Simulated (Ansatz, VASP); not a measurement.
**One calculation of TiC, two programs**

Contents of INCAR:

```
SYSTEM = TiC
PREC = Accurate
ENCUT = 520
EDIFF = 1E-7
ISMEAR = 0
SIGMA = 0.15
LREAL = .False.
LASPH = .True.
NELM = 60
ALGO = Normal
ISIF = 2
LWAVE = .False.
LCHARG = .False.
GGA = PS
NBANDS = 15
```

The input KPOINTS:

```
Automatic mesh
0
Gamma
  26 26 26
  0 0 0
```

File POSCAR:

```
TiC
1.0
    0.0000000000      2.2071870556      2.0306120912
    2.2071870556      0.0000000000      2.0306120912
    2.2071870556      2.2071870556      0.0000000000
Ti C
1 1
Direct
    0.0000000000      0.0000000000      0.0000000000
    0.5000000000      0.5000000000      0.5000000000
```

Input for Ansatz:

```yaml
crystal:
  lattice:
    - [0.0, 2.2071870556, 2.0306120912]
    - [2.2071870556, 0.0, 2.0306120912]
    - [2.2071870556, 2.2071870556, 0.0]
  atoms:
    - { symbol: Ti, position: [0.0, 0.0, 0.0] }
    - { symbol: C, position: [0.5, 0.5, 0.5] }
basis:
  ecutwfc: 420
kpoints:
  mp_grid: { grid: [26, 26, 26] }
hamiltonian:
  xc: pbesol
scf:
  occupations: { method: gaussian, width: 0.15 }
output:
  forces: true
  stress: true
  eigenvalues: true
```

Alike in both runs: task single point; functional PBEsol; k mesh 26 × 26 × 26; occupations gaussian, width 0.15 eV; no spin polarisation.

|  | VASP | Ansatz |
| --- | --- | --- |
| version | VASP 6.6.1 | Ansatz 0.2.0 |
| potentials or method | VASP PAW PBE potentials, release 64 (Ti_sv, C), cutoff 520 eV | scalar-relativistic, plane waves, PAW |
| valence electrons in the cell | 16 | 16 |

VASP gave:

* gap on the k mesh at the Fermi level (eV): none
* pressure (GPa): 3.8
* traceless stress, the component that is largest in VASP (GPa): 27.86

Task: Which values does Ansatz return?

Result: gap on the k mesh at the Fermi level (eV): none; pressure (GPa): 3.5; traceless stress, the component that is largest in VASP (GPa): 27.82.

VASP's potentials were made for PBE, not for PBEsol. A gap of «none» marks a metal or a gap that the smearing closes.
